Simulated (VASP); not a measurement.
Here is a VASP 6.6.1 calculation.

The input INCAR:

```
  PREC = Accurate
  ENCUT = 520
  EDIFF = 1E-6
  ISMEAR = 0
  SIGMA = 0.15
  LREAL = False
  LASPH = True
  NELM = 100
  ALGO = Normal
  ISIF = 2
  LWAVE = False
  LCHARG = False
  GGA = PS
  NBANDS = 25
```

KPOINTS

```
regular mesh
0
Gamma
  18 18 10
```

POSCAR

```
CuO
1.0
    2.0425330993     -2.0503581635      0.0000000000
    2.0425330993      2.0503581635      0.0000000000
    0.0000000000      0.0000000000      5.0922648207
Cu O
2 2
Direct
    0.0000000000      0.5000000000      0.0000000000
    0.5000000000      0.0000000000      0.5000000000
    0.5000000000      0.5000000000      0.2500000000
    0.5000000000      0.5000000000      0.7500000000
```

Potentials or basis: VASP PAW PBE potentials, release 64 (Cu, O).

The run is started by

```bash
$ cat potpaw_PBE.64/Cu/POTCAR potpaw_PBE.64/O/POTCAR > POTCAR
$ mpirun -np 1 vasp_std > vasp.out
```

Task: Predict the band gap on the k mesh.

Result: Zero (band 17 reaches 5.91 eV, above the bottom of band 18 at 4.71 eV).

Task: Estimate the pressure.

Result: 0.8 GPa.

Stress tensor (GPa, compression positive):
```
0.64 0.00 0.00
0.00 0.59 0.00
0.00 0.00 1.07
```

Caveat: the PAW data sets were made with another functional, which shifts forces and pressure a little; semilocal functionals often make such compounds metallic where correlation or magnetic order opens a gap, which also shifts bond lengths. With open d or f shells a metallic result of PBEsol can be an artefact of self-interaction; +U or a hybrid may open a gap.
